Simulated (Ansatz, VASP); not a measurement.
# EuFe4As12: VASP beside Ansatz

```
Eu Fe As
1.0
    -4.16870    4.16870    4.16870
     4.16870   -4.16870    4.16870
     4.16870    4.16870   -4.16870
Eu Fe As
1 4 12
Direct
  0.00000 0.00000 0.00000
  0.50000 0.00000 0.00000
  0.00000 0.50000 0.00000
  0.00000 0.00000 0.50000
  0.50000 0.50000 0.50000
  0.50166 0.65662 0.84504
  0.49834 0.34338 0.15496
  0.81159 0.65662 0.15496
  0.18841 0.34338 0.84504
  0.84504 0.18841 0.34338
  0.15496 0.81159 0.65662
  0.15496 0.49834 0.34338
  0.84504 0.50166 0.65662
  0.65662 0.15496 0.81159
  0.34338 0.84504 0.18841
  0.34338 0.15496 0.49834
  0.65662 0.84504 0.50166
```

Alike in both runs: task single point; functional PBE; k mesh 4 × 4 × 4; occupations gaussian, width 0.05 eV; collinear spin; Hubbard terms Eu f U = 6.0 eV.

|  | VASP | Ansatz |
| --- | --- | --- |
| version | VASP 6.6.1 | Ansatz 0.2.0 |
| potentials or method | VASP PAW PBE potentials, release 64 (Eu, Fe, As), cutoff 520 eV | scalar-relativistic, plane waves, PAW |
| valence electrons in the cell | 109 | 261 |

|  | VASP | Ansatz | Ansatz less VASP |
| --- | --- | --- | --- |
| gap on the k mesh at the Fermi level (eV) | none | none | - |
| pressure (GPa) | 1.6 | 1.3 | -0.36 |
| rms of the force components (eV/Å) | 0.049 | 0.059 | +0.0103 |
| net moment per atom (μB) | 0.52 | 0.30 | -0.222 |
| size of the moment on the site where the two differ most (μB) | 6.69 | 6.89 | +0.203 |

The net moments are unlike, so the other rows may belong to different states. Site moments also hang on the region over which each program counts them. The programs project onto different local orbitals, so the same U acts differently, and such runs can settle in different states. Atom by atom the forces differ by 0.016 eV/Å (rms over components). A gap of «none» marks a metal or a gap that the smearing closes. VASP's potentials hold 109 valence electrons a cell and Ansatz's 261, so a difference there can come from the potentials and not from the codes. Ansatz's warnings: filled band counts differ across k points.

Neither program's run includes spin-orbit coupling.
